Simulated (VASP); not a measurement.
Crystal: Lu.

```
Lu
1.0
     0.00000    3.31605    3.31605
     3.31605    0.00000    3.31605
     3.31605    3.31605    0.00000
Lu
2
Cartesian
  -0.8290 -0.8290 -0.8290
  0.8290 0.8290 0.8290
```

This isn't the form of Lu at room conditions, which is hcp.

| Item | Value |
| --- | --- |
| Program | VASP 6.6.1 |
| Task | relaxation of cell and atoms |
| Functional | PBE |
| Potentials or basis | VASP PAW PBE potentials, release 64 (Lu) |
| Cutoff | 600 eV |
| k mesh | 10 × 10 × 10 |
| Occupations | fermi-dirac, width 0.08 eV |
| Spin | no spin polarisation |

At the start: pressure 4.5 GPa; volume 36.46 Å³/atom.

Problem. How do energy, volume and symmetry change on relaxing?

Solution. Over 27 steps the energy falls by 182.8 meV/atom and the volume is 50.56 Å³/atom (+38.7 %); space group Fd-3m (No. 227, to 0.1 Å) before and after.

Step by step:
| step | energy change (eV) | largest force (eV/Å) | pressure (GPa) | volume (Å³) |
| --- | --- | --- | --- | --- |
| 1 | 0.0000 | 0.0000 | 4.47 | 72.93 |
| 2 | -0.2397 | 0.0000 | 2.43 | 84.19 |
| 3 | -0.3587 | 0.0000 | -0.37 | 105.86 |
| 4 | -0.3655 | 0.0000 | -0.05 | 102.12 |
| 5 | -0.3656 | 0.0000 | -0.03 | 101.47 |
| 6 | -0.3654 | 0.0000 | 0.05 | 100.67 |
| 7 | -0.3654 | 0.0000 | 0.09 | 100.67 |
| 8 | -0.3654 | 0.0000 | 0.08 | 100.69 |
| 9 | -0.3654 | 0.0000 | 0.12 | 100.69 |
| 10 | -0.3654 | 0.0000 | 0.10 | 100.69 |
| 11 | -0.3654 | 0.0000 | 0.10 | 100.69 |
| 12 | -0.3654 | 0.0000 | 0.09 | 100.69 |
| 13 | -0.3654 | 0.0000 | 0.05 | 100.69 |
| 14 | -0.3654 | 0.0000 | 0.11 | 100.69 |
| 15 | -0.3654 | 0.0000 | 0.19 | 100.70 |
| 16 | -0.3654 | 0.0000 | 0.07 | 100.72 |
| 17 | -0.3654 | 0.0000 | 0.11 | 100.76 |
| 18 | -0.3655 | 0.0000 | 0.14 | 100.83 |
| 19 | -0.3655 | 0.0000 | 0.09 | 100.97 |
| 20 | -0.3656 | 0.0000 | 0.07 | 101.26 |
| 21 | -0.3656 | 0.0000 | 0.03 | 101.84 |
| 22 | -0.3648 | 0.0000 | -0.15 | 102.99 |
| 23 | -0.3655 | 0.0000 | -0.12 | 102.05 |
| 24 | -0.3656 | 0.0000 | -0.07 | 101.88 |
| 25 | -0.3656 | 0.0000 | -0.07 | 101.86 |
| 26 | -0.3656 | 0.0000 | -0.05 | 101.64 |
| 27 | -0.3656 | 0.0000 | -0.01 | 101.12 |

Final structure:
```
Lu
1.0
     0.00000    3.69768    3.69768
     3.69768    0.00000    3.69768
     3.69768    3.69768    0.00000
Lu
2
Direct
  0.87500 0.87500 0.87500
  0.12500 0.12500 0.12500
```

Caveat: the volume moved by over 15 % at a fixed basis, so the end points are rough.
